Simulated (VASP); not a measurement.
Wanted: the native input for a VASP 6.6.1 run.

| Property | Result |
| --- | --- |
| Task | single point |
| Functional | RPBE |
| Potentials or basis | VASP PAW PBE potentials, release 64 (W_sv) |
| Cutoff | 520 eV |
| k mesh | 15 × 15 × 7 |
| Occupations | fermi-dirac, width 0.1 eV |
| Spin | no spin polarisation |
| Dipole correction | no |
| Further INCAR settings | ALGO = Normal; EDIFF = 1e-06; NBANDS = 21 |

The structure of W lies in POSCAR:

```
W
1.0
    2.7881318843      0.0000000000      0.0000000000
   -1.3940659422      2.4145930409      0.0000000000
    0.0000000000      0.0000000000      4.9744889715
W
2
Direct
    0.3333333333      0.6666666667      0.2500000000
    0.6666666667      0.3333333333      0.7500000000
```

These files were run (other wordings do the same):

INCAR

```
SYSTEM = W
PREC = Accurate
ENCUT = 520
EDIFF = 1E-6
ISMEAR = -1
SIGMA = 0.1
LREAL = .FALSE.
LASPH = .TRUE.
NELM = 100
ALGO = Normal
ISIF = 2
LWAVE = .FALSE.
LCHARG = .FALSE.
GGA = RP
NBANDS = 21
```

KPOINTS

```
regular mesh
0
G
  15 15 7
  0 0 0
```

Potentials or basis: VASP PAW PBE potentials, release 64 (W_sv).

Launch:

```bash
$ cat potpaw_PBE.64/W_sv/POTCAR > POTCAR
$ mpirun -np 1 vasp_std > vasp.out
```

Results of the run:

The pressure is 0.4 GPa and the band gap on the k mesh is zero (band 14 reaches 11.63 eV, above the bottom of band 15 at 10.04 eV).

Caveat: the PAW data sets were made with another functional, which shifts forces and pressure a little; spin-orbit coupling is left out, which moves the levels of the heavy elements.

Wall time 19 s on 1 thread of Intel(R) Xeon(R) 6975P-C (Granite Rapids) (shared host), peak memory 0.2 GiB.
